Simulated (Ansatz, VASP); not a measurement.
**Hf: VASP beside Ansatz**

```
Hf
1.0
     0.00000    2.22000    2.17560
     2.22000    0.00000    2.17560
     2.22000    2.22000    0.00000
Hf
1
Direct
  0.00000 0.00000 0.00000
```

Change from the starting cell: zz strain of -2 %.

Alike in both runs: task single point; functional LDA; k mesh 13 × 13 × 13; occupations fermi-dirac, width 0.03 eV; no spin polarisation.

|  | VASP | Ansatz |
| --- | --- | --- |
| version | VASP 6.6.1 | Ansatz 0.2.0 |
| potentials or method | VASP PAW LDA potentials, release 64 (Hf_pv), cutoff 520 eV | all-electron LAPW, scalar-relativistic |

```csv
,VASP,Ansatz,Ansatz less VASP
pressure (GPa),-3.4,-3.4,+0.01
"traceless stress, the component that is largest in VASP (GPa)",0.29,0.30,+0.002
```

LDA's correlation is that of Perdew and Zunger in VASP and of Perdew and Wang (1992) in Ansatz. Ansatz ran all-electron here, and VASP with PAW potentials.

Neither program's run includes spin-orbit coupling.
